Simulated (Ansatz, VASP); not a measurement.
# HfZr2Si2: VASP beside Ansatz

```
Zr Hf Si
1.0
     4.42218    0.00000    0.00000
    -2.21109    3.82972    0.00000
     0.00000    0.00000    7.50340
Zr Hf Si
2 1 2
Direct
  0.33333 0.66667 0.72094
  0.66667 0.33333 0.27906
  0.00000 0.00000 0.50000
  0.00000 0.00000 0.84809
  0.00000 0.00000 0.15191
```

Alike in both runs: functional PBE; k mesh 6 × 6 × 4; occupations gaussian, width 0.1 eV; no spin polarisation.

Ansatz relaxed the structure, and its values are those at the end. VASP's run is a single point on that final structure, the one shown.

```csv
,VASP,Ansatz
version,VASP 6.6.1,Ansatz 0.2.0
potentials or method,"VASP PAW PBE potentials, release 64 (Zr_sv, Hf_pv, Si), cutoff 520 eV","scalar-relativistic, plane waves, PAW"
valence electrons in the cell,42,58
```

VASP gave:

- gap on the k mesh at the Fermi level (eV): none
- pressure (GPa): -0.1
- rms of the force components (eV/Å): 0.005

**Question.** Estimate Ansatz's values.

**Answer.** gap on the k mesh at the Fermi level (eV): none; pressure (GPa): -0.1; rms of the force components (eV/Å): 0.002.

A gap of «none» marks a metal or a gap that the smearing closes. VASP's potentials hold 42 valence electrons a cell and Ansatz's 58, so a difference there can come from the potentials and not from the codes.

Spin-orbit coupling is off throughout.
